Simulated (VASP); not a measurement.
Set up this calculation in VASP 6.6.1, as the native input.

- Task: single point
- Functional: PBE
- Potentials or basis: VASP PAW PBE potentials, release 64 (Sr_sv, Si)
- Cutoff: 520 eV
- k mesh: 4 × 4 × 4
- Occupations: gaussian, width 0.1 eV
- Spin: no spin polarisation
- Dipole correction: no
- Further INCAR settings: ALGO = Normal; EDIFF = 1e-07; NBANDS = 25

The structure of Sr3Si lies in POSCAR:

```
Sr3Si
1.0
    5.1821613158      0.0000000000      0.0000000000
    0.0000000000      5.1821613158      0.0000000000
    0.0000000000      0.0000000000      5.1771895045
Sr Si
3 1
Direct
    0.0000000000      0.5000000000      0.5000000000
    0.5000000000      0.0000000000      0.5000000000
    0.5000000000      0.5000000000      0.0000000000
    0.0000000000      0.0000000000      0.0000000000
```

The input as run:

INCAR

```
SYSTEM = Sr3Si
  PREC = Accurate
  ENCUT = 520
  EDIFF = 1E-7
  ISMEAR = 0
  SIGMA = 0.1
  LREAL = .FALSE.
  LASPH = .TRUE.
  NELM = 100
  ALGO = Normal
  ISIF = 2
  LWAVE = .FALSE.
  LCHARG = .FALSE.
  GGA = PE
  NBANDS = 25
```

KPOINTS

```
Automatic mesh
0
G
  4 4 4
  0 0 0
```

Potentials or basis: VASP PAW PBE potentials, release 64 (Sr_sv, Si).

Command:

```bash
$ cat potpaw_PBE.64/Sr_sv/POTCAR potpaw_PBE.64/Si/POTCAR > POTCAR
$ mpirun -np 1 vasp_std > vasp.out
```

It gave:

```yaml
Pressure: 0.2 GPa
Band_gap_on_the_k_mesh: zero (bands 17 and 18 overlap by 0.50 eV)
```

Wall time 77 s on 1 thread of AMD EPYC 7R13, with other jobs on the host, peak memory 0.23 GiB.
